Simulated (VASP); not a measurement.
Set up this calculation in VASP 6.6.1, as the native input.

```
Task                   : single point
Functional             : PBE
Potentials or basis    : VASP PAW PBE potentials, release 64 (C, O, H)
Cutoff                 : 520 eV
k mesh                 : 1 × 1 × 1
Occupations            : fermi-dirac, width 0.05 eV
Spin                   : no spin polarisation
Dipole correction      : no
Further INCAR settings : LREAL = Auto; ALGO = Normal; EDIFF = 1e-06; NBANDS = 66
```

The structure of H4CO lies in POSCAR:

```
H4CO
1.0
    7.6185600000      0.0000000000      0.0000000000
    0.0000000000      7.6185600000      0.0000000000
    0.0000000000      0.0000000000      7.6185600000
C O H
6 6 24
Direct
    0.6670683174      0.6355925529      0.5797027260
    0.2755245086      0.5668262769      0.8321388819
    0.0803563928      0.9504289525      0.3386335475
    0.9253060946      0.3393029654      1.1170746178
    0.6861926663      0.1271106351      0.6259319346
    0.6010584677      0.8299862441      0.1178700437
    0.8176873320      0.6593503234      0.6885815692
    0.2432480679      0.4041708669      0.7459546161
    0.0485656082      0.8989756594      0.1556068338
    1.0253643733      0.2124154696      1.0196283812
    0.7127593666      0.2234674269      0.4681330855
    0.7447864163      0.7219737063      0.0943485383
    0.7098191784      0.6297515541      0.4428920951
    0.7687673261      0.6619886173      0.8083942372
    0.5979870212      0.5129578293      0.6102203041
    0.5641354797      0.7507980511      0.5961494036
    0.2141874580      0.5745836484      0.9619665659
    0.3480316490      0.3349058090      0.7436444682
    0.4180842574      0.5883395287      0.8526676957
    0.2241893481      0.6771752142      0.7533182124
    0.1686801705      0.8482311618      0.3844427293
    0.0535928049      1.0178826445      0.0934034778
    0.1517609627      1.0765288978      0.3343545237
   -0.0405588458      0.9617959299      0.4208013063
    0.8178317162      0.2764301915      1.2016181536
    1.0845225344      0.2599178847      0.9155667213
    1.0097052461      0.4173754620      1.2031670027
    0.8478898900      0.4369723412      1.0417979251
    0.5581500966      0.0665217574      0.6208784862
    0.8198924731      0.2897791709      0.4957104755
    0.7811581191      0.0191899782      0.6457913306
    0.6858120170      0.2144237231      0.7404548891
    0.4774524320      0.7605768019      0.0914477277
    0.8469842070      0.7984054730      0.1213746430
    0.5838767431      0.8715951571      0.2590778310
    0.6234117734      0.9438004032      0.0404013357
```

These files were run (other wordings do the same):

INCAR

```
ALGO = Normal
EDIFF = 1E-6
ENCUT = 520
GGA = PE
GGA_COMPAT = False
ISIF = 2
ISMEAR = -1
LASPH = True
LCHARG = False
LREAL = Auto
LWAVE = False
NBANDS = 66
NELM = 120
PREC = Accurate
SIGMA = 0.05
```

KPOINTS

```
k-points
0
Gamma
  1 1 1
```

Potentials or basis: VASP PAW PBE potentials, release 64 (C, O, H).

Launch:

```bash
$ cat potpaw_PBE.64/C/POTCAR potpaw_PBE.64/O/POTCAR potpaw_PBE.64/H/POTCAR > POTCAR
$ mpirun -np 1 vasp_gam > vasp.out
```

Results of the run:

| Quantity | Value |
| --- | --- |
| Pressure | 0.0 GPa |
| Largest force | 2.222 eV/Å |
| Band gap on the k mesh | 4.49 eV |

Caveat: the k points lie up to 0.82 Å⁻¹ apart.

It took 88 s on 1 thread of AMD EPYC 7R43 64-Core Processor (Zen 3) (shared host), peak memory 0.46 GiB.
